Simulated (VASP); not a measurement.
# SnSe2 (P-3m1) in VASP: notebook

SnSe2 is run at these levels: PBE; tasks: relaxation of shape and atoms at fixed volume.

Program: VASP 6.6.1. These are calculated values, not measurements. Logs are shortened: lines on timing, memory, paths and dates and some standing lists are left out, and cuts for length are marked.

### Step 1. The cell of the first run

Symmetry: P-3m1, No. 164, trigonal system. The conventional cell has a = 3.910 Å, b = 3.910 Å, c = 7.057 Å, α = 90.00°, β = 90.00°, γ = 120.00°. Sn (site symmetry -3m) has 6 Se at 2.77 Å within 3.7 Å. Within 3.7 Å of Se (site symmetry 3m) lie 3 Sn at 2.77 Å.

### Step 2. Relaxation of shape and atoms at fixed volume, PBE (volume scaled by 1.03)

INCAR reads:

```
PREC = Accurate
ENCUT = 600
EDIFF = 1E-7
ISMEAR = 0
SIGMA = 0.02
LREAL = F
LASPH = T
NELM = 60
ALGO = Normal
ISIF = 4
LWAVE = F
LCHARG = F
GGA = PE
IBRION = 2
NSW = 50
EDIFFG = -0.01
```

KPOINTS reads:

```
regular mesh
0
Gamma
  12 12 4
```

POSCAR reads:

```
SnSe2
1.0
    3.9100841592      0.0000000000      0.0000000000
   -1.9550420796      3.3862322128      0.0000000000
    0.0000000000      0.0000000000      7.0572689605
Sn Se
1 2
Direct
    0.0000000000      0.0000000000      0.0000000000
    0.3333333333      0.6666666667      0.2281475590
    0.6666666667      0.3333333333      0.7718524410
```

Potentials or basis: VASP PAW PBE potentials, release 64 (Sn_d, Se).

Started as:

```sh
$ cat potpaw_PBE.64/Sn_d/POTCAR potpaw_PBE.64/Se/POTCAR > POTCAR
$ mpirun -np 1 vasp_std > vasp.out
```

OUTCAR:

```text
PREC = Accurate
   ENCUT = 600
   EDIFF = 1E-7
   ISMEAR = 0
   LREAL = F
   LASPH = T
   NELM = 60
   ISIF = 4
   GGA = PE
   IBRION = 2
   NSW = 50
   EDIFFG = -0.01

 ion  position               nearest neighbor table
   1  0.000  0.000  0.000-   2 2.77   3 2.77   2 2.77   3 2.77   3 2.77   2 2.77
   2  0.333  0.667  0.228-   1 2.77   1 2.77   1 2.77
   3  0.667  0.333  0.772-   1 2.77   1 2.77   1 2.77

  LATTYP: Found a hexagonal cell.
 ALAT       =     3.9100841592
 C/A-ratio  =     1.8048892743

  Lattice vectors:

 A1 = (   3.9100841592,   0.0000000000,   0.0000000000)
 A2 = (  -1.9550420796,   3.3862322128,   0.0000000000)
 A3 = (   0.0000000000,   0.0000000000,   7.0572689605)

Analysis of symmetry for initial positions (statically):
=====================================================================
 Subroutine PRICEL returns:
 Original cell was already a primitive cell.

 Routine SETGRP: Setting up the symmetry group for a
 hexagonal supercell.

 Subroutine GETGRP returns: Found 12 space group operations
 (whereof 12 operations were pure point group operations)
 out of a pool of 24 trial point group operations.

The static configuration has the point symmetry D_3d.

Analysis of symmetry for dynamics (positions and initial velocities):
=====================================================================
 Subroutine PRICEL returns:
 Original cell was already a primitive cell.

 Routine SETGRP: Setting up the symmetry group for a
 hexagonal supercell.

 Subroutine GETGRP returns: Found 12 space group operations
 (whereof 12 operations were pure point group operations)
 out of a pool of 24 trial point group operations.

The dynamic configuration has the point symmetry D_3d.

 Subroutine INISYM returns: Found 12 space group operations
 (whereof 12 operations are pure point group operations),
 and found     1 'primitive' translations

----------------------------------------------------------------------------------------

                                     Primitive cell

  volume of cell :      93.4414

  direct lattice vectors                    reciprocal lattice vectors
     3.910084159  0.000000000  0.000000000     0.255748971  0.147656737  0.000000000
    -1.955042080  3.386232213  0.000000000     0.000000000  0.295313474  0.000000000
     0.000000000  0.000000000  7.057268961     0.000000000  0.000000000  0.141697873

  length of vectors
     3.910084159  3.910084159  7.057268961     0.295313474  0.295313474  0.141697873

  position of ions in fractional coordinates (direct lattice)
     0.000000000  0.000000000  0.000000000
     0.333333333  0.666666667  0.228147559
     0.666666667  0.333333333  0.771852441

  ion indices of the primitive-cell ions
   primitive index   ion index
                 1           1
                 2           2
                 3           3

----------------------------------------------------------------------------------------

 KPOINTS: regular mesh

Automatic generation of k-mesh.
 Grid dimensions read from file:
 generate k-points for:   12   12    4

 Generating k-lattice:

  Cartesian coordinates                     Fractional coordinates (reciprocal lattice)
     0.021312414  0.012304728  0.000000000     0.083333333  0.000000000  0.000000000
     0.000000000  0.024609456  0.000000000     0.000000000  0.083333333  0.000000000
     0.000000000  0.000000000  0.035424468     0.000000000  0.000000000  0.250000000

  Length of vectors
     0.024609456  0.024609456  0.035424468

  Shift w.r.t. Gamma in fractional coordinates (k-lattice)
     0.000000000  0.000000000  0.000000000

 Subroutine IBZKPT returns following result:
 ===========================================

 Found     69 irreducible k-points:

 Following reciprocal coordinates:
            Coordinates               Weight
  0.000000  0.000000  0.000000      1.000000
  0.083333 -0.000000  0.000000      6.000000
  0.166667  0.000000  0.000000      6.000000
  0.250000 -0.000000  0.000000      6.000000
  0.333333 -0.000000  0.000000      6.000000
  0.416667 -0.000000  0.000000      6.000000
[... 16 lines left out ...]
  0.166667  0.000000  0.250000      6.000000
  0.000000  0.166667  0.250000      6.000000
 [... further k-points ...]
   k-points           NKPTS =     69   k-points in BZ     NKDIM =     69   number of bands    NBANDS=     17
   number of dos      NEDOS =    301   number of ions     NIONS =      3
   total plane-waves  NPLWV =  57344
   dimension x,y,z NGX =    32 NGY =   32 NGZ =   56
   dimension x,y,z NGXF=    64 NGYF=   64 NGZF=  112
   ions per type =               1   2
   NGX,Y,Z   is equivalent  to a cutoff of  13.61, 13.61, 13.19 a.u.
   NGXF,Y,Z  is equivalent  to a cutoff of  27.21, 27.21, 26.38 a.u.
 SYSTEM =  unknown system
   PREC   = accura    normal or accurate (medium, high low for compatibility)
   ISTART =      0    job   : 0-new  1-cont  2-samecut
   ICHARG =      2    charge: 1-file 2-atom 10-const
   ISPIN  =      1    spin polarized calculation?
   LNONCOLLINEAR =      F non collinear calculations
   LSORBIT =      F    spin-orbit coupling
   LASPH  =      T    aspherical Exc in radial PAW
   ENCUT  =  600.0 eV  44.10 Ry    6.64 a.u.   7.81  7.81 14.10*2*pi/ulx,y,z
   NELM   =     60;   NELMIN=  2; NELMDL= -5     # of ELM steps
   EDIFF  = 0.1E-06   stopping-criterion for ELM
   LREAL  =      F    real-space projection
   EDIFFG = -.1E-01   stopping-criterion for IOM
   NSW    =     50    number of steps for IOM
   IBRION =      2    ionic relax: 0-MD 1-quasi-New 2-CG
   NFREE  =      1    steps in history (QN), initial steepest desc. (CG)
   ISIF   =      4    stress and relaxation
   ISYM   =      2    0-nonsym 1-usesym 2-fastsym
   POTIM  = 0.5000    time-step for ionic-motion
   TEBEG  =    0.0;   TEEND  =   0.0 temperature during run
   PSTRESS=    0.0 pullay stress
   NELECT =      26.0000    total number of electrons
   NUPDOWN=      -1.0000    fix difference up-down
   EMIN   =  10.00;   EMAX   =-10.00  energy-range for DOS
   EFERMI =   0.00;   METHOD = LEGACY
   ISMEAR =     0;   SIGMA  =   0.02  broadening in eV -4-tet -1-fermi 0-gaus
   EFERMI_NEDOS =   21; number of points for ismear=-14 and -15
   IALGO  =     38    algorithm
   IMIX   =      4    mixing-type and parameters
     AMIX     =   0.40;   BMIX     =  1.00
     AMIX_MAG =   1.60;   BMIX_MAG =  1.00
  volume/ion in A,a.u.               =      31.15       210.19
  Fermi-wavevector in a.u.,A,eV,Ry     =   1.068775  2.019691 15.541650  1.142279
  Thomas-Fermi vector in A             =   2.204433
   LORBIT       =      0    0 simple, 1 ext, 2 COOP (PROOUT), +10 PAW based schemes
   GGA     = PE    functional components
   LHFCALC =     F    Hartree Fock is set to
   AEXX    =    0.0000 exact exchange contribution
   IVDW    =     0    specifies the selected vdW correction
   LEPSILON=     F    determine dielectric tensor
   LRPA    =     F    only Hartree local field effects (RPA)
 conjugate gradient relaxation of ions
 non-spin polarized calculation
 Gauss-broadening in eV      SIGMA  =   0.02
  energy-cutoff  :      600.00
  volume of cell :       93.44
 maximum number of plane-waves:      3168
   NGX = 15   NGY = 15   NGZ = 29

--------------------------------------- Ionic step        1  -------------------------------------------

 number of electron      26.0000001 magnetization

 Free energy of the ion-electron system (eV)
  ---------------------------------------------------
  ext. energy  EPLUGINS =         0.00000000
  ---------------------------------------------------
  free energy    TOTEN  =       -11.86325008 eV

  energy without entropy =      -11.86325008  energy(sigma->0) =      -11.86325008

------------------------ aborting loop because EDIFF is reached ----------------------------------------

  FORCE on cell =-STRESS in cart. coord.  units (eV):
  Direction    XX          YY          ZZ          XY          YZ          ZX
  --------------------------------------------------------------------------------------
  -------------------------------------------------------------------------------------
  Total       -0.8271926     -0.8271926     -0.7405606     -0.0000000      0.0000000     -0.0000000
  in kB      -14.1833141    -14.1833141    -12.6978935     -0.0000000      0.0000000     -0.0000000
  external PRESSURE =     -13.6881739 kB  Pullay stress =       0.0000000 kB
[... 207 lines left out ...]
  energy  without entropy=      -11.8741338598  energy(sigma->0) =      -11.87413386

--------------------------------------- Ionic step        7  -------------------------------------------

 number of electron      25.9999992 magnetization

 Free energy of the ion-electron system (eV)
  ---------------------------------------------------
  ext. energy  EPLUGINS =         0.00000000
  ---------------------------------------------------
  free energy    TOTEN  =       -11.87420215 eV

  energy without entropy =      -11.87420215  energy(sigma->0) =      -11.87420215

 E-fermi :   2.4369     XC(G=0):  -8.4172

 val. band max:        2.2863239079   @ k =   0.1667   0.0000   0.0000
 cond. band min:       2.9941328217   @ k =   0.5000  -0.0000   0.5000
 fundamental gap:      0.7078089138
 Fermi energy:         2.4369346824

 k-point     1 :       0.0000    0.0000    0.0000
  band No.  band energies     occupation
      1     -18.8239      2.00000
      2     -18.8239      2.00000
      3     -18.7915      2.00000
      4     -18.7825      2.00000
      5     -18.7825      2.00000
      6     -11.0404      2.00000
[... 9 lines left out ...]
     16       6.8647      0.00000
     17       6.8647      0.00000
[... 443 lines left out ...]
      1     -18.8329      2.00000
      2     -18.8158      2.00000
      3     -18.7891      2.00000
      4     -18.7843      2.00000
      5     -18.7817      2.00000
      6     -10.7792      2.00000
[... 9 lines left out ...]
     16       7.2450      0.00000
     17       7.3967      0.00000

 [... further k-points ...]
[... 5 lines left out ...]
  --------------------------------------------------------------------------------------
  -------------------------------------------------------------------------------------
  Total       -0.0403897     -0.0403897     -0.0436412      0.0000000     -0.0000000     -0.0000000
  in kB       -0.6925342     -0.6925342     -0.7482861      0.0000000     -0.0000000     -0.0000000
  external PRESSURE =      -0.7111181 kB  Pullay stress =       0.0000000 kB
[... 18 lines left out ...]
  FREE ENERGIE OF THE ION-ELECTRON SYSTEM (eV)
  ---------------------------------------------------
  free  energy   TOTEN  =       -11.8742021513 eV

  energy  without entropy=      -11.8742021513  energy(sigma->0) =      -11.87420215

 reached required accuracy - stopping structural energy minimisation
```

Wall time 9.4 min (1 thread of Intel Xeon Platinum 8488C (Sapphire Rapids), shared host); peak memory 0.33 GiB.

What came out:

| Item | Value |
| --- | --- |
| Free energy | -11.8742 eV |
| Energy gained by relaxing | 3.7 meV/atom |
| Ionic steps | 7 |
| Pressure after relaxing | -0.1 GPa |
| Largest force after relaxing | 0.003 eV/Å |
| Band gap on the k mesh | 0.71 eV, indirect (least direct gap 1.06 eV) |

Forces in eV/Å, atoms in the order of the input:
```
Sn   0.000  0.000  0.000
Se   0.000  0.000 -0.003
Se   0.000  0.000  0.003
```

Step by step:
| step | energy change (eV) | largest force (eV/Å) | pressure (GPa) | volume (Å³) |
| --- | --- | --- | --- | --- |
| 1 | 0.0000 | 0.2220 | -1.37 | 93.44 |
| 2 | -0.0040 | 0.1397 | -1.08 | 93.44 |
| 3 | -0.0071 | 0.0013 | -0.58 | 93.44 |
| 4 | -0.0097 | 0.0099 | -0.38 | 93.44 |
| 5 | -0.0109 | 0.0245 | -0.14 | 93.44 |
| 6 | -0.0109 | 0.0238 | -0.15 | 93.44 |
| 7 | -0.0110 | 0.0031 | -0.07 | 93.44 |

Final structure:
```
Sn Se
1.0
     3.87371    0.00000    0.00000
    -1.93685    3.35473    0.00000
     0.00000    0.00000    7.19044
Sn Se
1 2
Direct
  0.00000 0.00000 0.00000
  0.33333 0.66667 0.22196
  0.66667 0.33333 0.77804
```

Caveat: the cell differs from its parent crystal (volume scaled by 1.03); spin-orbit coupling is left out, which moves the levels of the heavy elements; this functional lacks dispersion, which binds the layers, so the pressure and a relaxed spacing across them are unreliable. A k mesh can miss the band edges.

### Step 3. Relaxation of shape and atoms at fixed volume, PBE (volume scaled by 1.06)

INCAR reads:

```
PREC     = Accurate       # precision mode
ENCUT    = 600            # plane-wave cutoff, eV
EDIFF    = 1E-6           # SCF threshold, eV
ISMEAR   = 0              # smearing method
SIGMA    = 0.02           # smearing width, eV
LREAL    = F              # projectors in reciprocal space
LASPH    = T              # aspherical terms in the spheres
NELM     = 100            # most SCF steps
ALGO     = Normal         # electronic algorithm
ISIF     = 4              # what is computed and relaxed
LWAVE    = F              # write WAVECAR
LCHARG   = F              # write CHGCAR
GGA      = PE             # functional
IBRION   = 2              # ionic algorithm
NSW      = 50             # ionic steps
EDIFFG   = -0.01          # ionic threshold
```

KPOINTS reads:

```
Automatic mesh
0
Gamma
  12 12 4
```

POSCAR reads:

```
SnSe2
1.0
    3.9098672299      0.0000000000      0.0000000000
   -1.9549336150      3.3860443465      0.0000000000
    0.0000000000      0.0000000000      7.2636264253
Sn Se
1 2
Direct
    0.0000000000      0.0000000000      0.0000000000
    0.3333333333      0.6666666667      0.2216653410
    0.6666666667      0.3333333333      0.7783346590
```

Potentials or basis: VASP PAW PBE potentials, release 64 (Sn_d, Se).

Started as:

```sh
$ cat potpaw_PBE.64/Sn_d/POTCAR potpaw_PBE.64/Se/POTCAR > POTCAR
$ mpirun -np 1 vasp_std > vasp.out
```

It took 8.1 min on 1 thread of Intel Xeon Platinum 8488C (Sapphire Rapids), shared host; peak memory 0.34 GiB.

The run converged. Its results:

```yaml
Free_energy: -11.8732 eV
Energy_gained_by_relaxing: 3.6 meV/atom
Ionic_steps: 7
Pressure_after_relaxing: -0.1 GPa
Band_gap_on_the_k_mesh: 0.72 eV, indirect (least direct gap 1.06 eV)
```

Step by step:
| step | energy change (eV) | largest force (eV/Å) | pressure (GPa) | volume (Å³) |
| --- | --- | --- | --- | --- |
| 1 | 0.0000 | 0.2216 | -1.36 | 96.16 |
| 2 | -0.0040 | 0.1393 | -1.08 | 96.16 |
| 3 | -0.0070 | 0.0084 | -0.57 | 96.16 |
| 4 | -0.0097 | 0.0027 | -0.36 | 96.16 |
| 5 | -0.0108 | 0.0157 | -0.14 | 96.16 |
| 6 | -0.0108 | 0.0165 | -0.13 | 96.16 |
| 7 | -0.0108 | 0.0011 | -0.08 | 96.16 |

Final structure:
```
CELL_PARAMETERS angstrom
3.87328 0.00000 0.00000
-1.93664 3.35436 0.00000
0.00000 0.00000 7.40151
ATOMIC_POSITIONS crystal
Sn 0.00000 0.00000 0.00000
Se 0.33333 0.66667 0.21562
Se 0.66667 0.33333 0.78438
```

Levels at points of the mesh, in eV from the valence-band top:
```
           k point  band 10  band 11  band 12  band 13  band 14  band 15  band 16  band 17
(0.00, 0.00, 0.00)    -0.46    -0.46    -0.09    -0.09     1.19     3.08     4.58     4.58
(0.50, 0.00, 0.00)    -2.29    -2.15    -0.71    -0.29     0.87     3.95     5.63     5.72
(0.00, 0.00, 0.50)    -0.47    -0.47    -0.08    -0.08     1.84     3.01     4.54     4.54
(0.50, 0.00, 0.50)    -2.13    -2.10    -0.63    -0.34     0.72     4.18     5.02     5.71
```

Caveat: the cell differs from its parent crystal (volume scaled by 1.06); spin-orbit coupling is left out, which moves the levels of the heavy elements; this functional lacks dispersion, which binds the layers, so the pressure and a relaxed spacing across them are unreliable.

### Step 4. Relaxation of shape and atoms at fixed volume, PBE (volume scaled by 1.10)

INCAR reads:

```
  PREC = Accurate
  ENCUT = 600
  EDIFF = 1E-7
  ISMEAR = 0
  SIGMA = 0.02
  LREAL = F
  LASPH = T
  NELM = 100
  ALGO = Normal
  ISIF = 4
  LWAVE = F
  LCHARG = F
  GGA = PE
  IBRION = 2
  NSW = 50
  EDIFFG = -0.01
```

KPOINTS is that of step 3.

POSCAR reads:

```
SnSe2
1.0
    3.9209364987      0.0000000000      0.0000000000
   -1.9604682494      3.3956306144      0.0000000000
    0.0000000000      0.0000000000      7.4952258251
Sn Se
1 2
Direct
    0.0000000000      0.0000000000      0.0000000000
    0.3333333333      0.6666666667      0.2153954087
    0.6666666667      0.3333333333      0.7846045913
```

Started as:

```sh
$ cat potpaw_PBE.64/Sn_d/POTCAR potpaw_PBE.64/Se/POTCAR > POTCAR
$ mpirun -np 1 vasp_std > vasp.out
```

It took 10 min on 1 thread of Intel Xeon Platinum 8488C (Sapphire Rapids), shared host; peak memory 0.35 GiB.

Results (log left out):

- Free energy: -11.8715 eV
- Energy gained by relaxing: 6.1 meV/atom
- Ionic steps: 7
- Pressure after relaxing: -0.1 GPa
- Largest force after relaxing: 0.004 eV/Å
- Band gap on the k mesh: 0.74 eV, indirect (least direct gap 1.06 eV)

Forces in eV/Å, atoms in the order of the input:
```
Sn   0.000  0.000  0.000
Se   0.000  0.000 -0.004
Se   0.000  0.000  0.004
```

Step by step:
| step | energy change (eV) | largest force (eV/Å) | pressure (GPa) | volume (Å³) |
| --- | --- | --- | --- | --- |
| 1 | 0.0000 | 0.2842 | -1.69 | 99.79 |
| 2 | -0.0067 | 0.1811 | -1.35 | 99.79 |
| 3 | -0.0119 | 0.0001 | -0.74 | 99.79 |
| 4 | -0.0163 | 0.0137 | -0.50 | 99.79 |
| 5 | -0.0182 | 0.0327 | -0.19 | 99.79 |
| 6 | -0.0182 | 0.0319 | -0.20 | 99.79 |
| 7 | -0.0184 | 0.0039 | -0.11 | 99.79 |

Final structure:
```xyz
3
Lattice="3.8736 0.0000 0.0000 -1.9368 3.3547 0.0000 0.0000 0.0000 7.6794" Properties=species:S:1:pos:R:3 pbc="T T T"
Sn    3.8736    0.0000    0.0000
Se    0.0000    2.2364    1.5960
Se    1.9368    1.1182    6.0834
```

Levels at points of the mesh, in eV from the valence-band top:
| k point | band 10 | band 11 | band 12 | band 13 | band 14 | band 15 | band 16 | band 17 |
| --- | --- | --- | --- | --- | --- | --- | --- | --- |
| (0.00, 0.00, 0.00) | -0.46 | -0.46 | -0.09 | -0.09 | 1.24 | 3.08 | 4.57 | 4.57 |
| (0.50, 0.00, 0.00) | -2.25 | -2.14 | -0.68 | -0.29 | 0.84 | 3.98 | 5.66 | 5.74 |
| (0.00, 0.00, 0.50) | -0.46 | -0.46 | -0.08 | -0.08 | 1.77 | 3.02 | 4.55 | 4.55 |
| (0.50, 0.00, 0.50) | -2.13 | -2.12 | -0.63 | -0.32 | 0.74 | 4.17 | 5.09 | 5.70 |

Caveat: the cell differs from its parent crystal (volume scaled by 1.10); spin-orbit coupling is left out, which moves the levels of the heavy elements; this functional lacks dispersion, which binds the layers, so the pressure and a relaxed spacing across them are unreliable. A k mesh can miss the band edges.

### Step 5. Summary

| cell | gap on the mesh (eV) | pressure (GPa) | relaxed volume (Å³/atom) |
| --- | --- | --- | --- |
| relaxed from a = 3.910, b = 3.910, c = 7.057 Å, angles 90.0, 90.0, 120.0°, 3 atoms | 0.71 | -0.1 | 31.15 |
| relaxed from a = 3.910, b = 3.910, c = 7.264 Å, angles 90.0, 90.0, 120.0°, 3 atoms | 0.72 | -0.1 | 32.05 |
| relaxed from a = 3.921, b = 3.921, c = 7.495 Å, angles 90.0, 90.0, 120.0°, 3 atoms | 0.74 | -0.1 | 33.26 |

Alike in all rows: task relaxation of shape and atoms at fixed volume; level PBE; potentials or basis VASP PAW PBE potentials, release 64 (Sn_d, Se); no spin polarisation; k mesh 12 × 12 × 4; cutoff (eV) 600; smearing gaussian 0.02 eV.

Caveats: spin-orbit coupling is left out, which moves the levels of the heavy elements; this functional lacks dispersion, which binds the layers, so the pressure and a relaxed spacing across them are unreliable.

Absolute energies hang on the potentials; compare differences alone.
